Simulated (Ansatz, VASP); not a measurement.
## Two plane-wave programs on Al

File INCAR:

```
  PREC = Accurate
  ENCUT = 520
  EDIFF = 1E-6
  ISMEAR = 0
  SIGMA = 0.15
  LREAL = F
  LASPH = T
  NELM = 100
  ALGO = Fast
  ISIF = 2
  LWAVE = F
  LCHARG = T
  GGA = PS
  IVDW = 12
  LELF = T
  LVHAR = T
  NBANDS = 10
```

KPOINTS

```
Automatic mesh
0
Gamma
  18 18 10
```

Contents of POSCAR:

```
Al
1.0
    2.8124553515      0.0000000000      0.0351556919
   -1.4062276757      2.4356577814     -0.0175778459
    0.0608356250      0.0000000000      4.8668500000
Al
2
Direct
    0.6666666667      0.3333333333      0.7500000000
    0.3333333333      0.6666666667      0.2500000000
```

Input for Ansatz:

```yaml
crystal:
  lattice:
    - [2.8124553515, 0.0, 0.0351556919]
    - [-1.4062276757, 2.4356577814, -0.0175778459]
    - [0.060835625, 0.0, 4.86685]
  atoms:
    - { symbol: Al, position: [0.6666666667, 0.3333333333, 0.75] }
    - { symbol: Al, position: [0.3333333333, 0.6666666667, 0.25] }
basis:
  ecutwfc: 420
kpoints:
  mp_grid: { grid: [18, 18, 10] }
hamiltonian:
  xc: pbesol
  dispersion: d3bj
scf:
  occupations: { method: gaussian, width: 0.15 }
output:
  forces: true
  stress: true
  eigenvalues: true
```

Change from the starting cell: strain +0.0250 x Voigt [0, 0, 0, 0, 1, 0], atoms carried along.

Alike in both runs: task single point; functional PBEsol; dispersion D3(BJ); k mesh 18 × 18 × 10; occupations gaussian, width 0.15 eV; no spin polarisation.

```csv
,VASP,Ansatz
version,VASP 6.6.1,Ansatz 0.2.0
potentials or method,"VASP PAW PBE potentials, release 64 (Al), cutoff 520 eV","scalar-relativistic, plane waves, PAW"
valence electrons in the cell,6,6
```

|  | VASP | Ansatz | Ansatz less VASP |
| --- | --- | --- | --- |
| gap on the k mesh at the Fermi level (eV) | none | none | - |
| pressure (GPa) | -4.4 | -4.4 | -0.06 |
| traceless stress, the component that is largest in VASP (GPa) | -1.39 | -1.37 | +0.016 |

VASP's potentials were made for PBE, not for PBEsol. A gap of «none» marks a metal or a gap that the smearing closes.
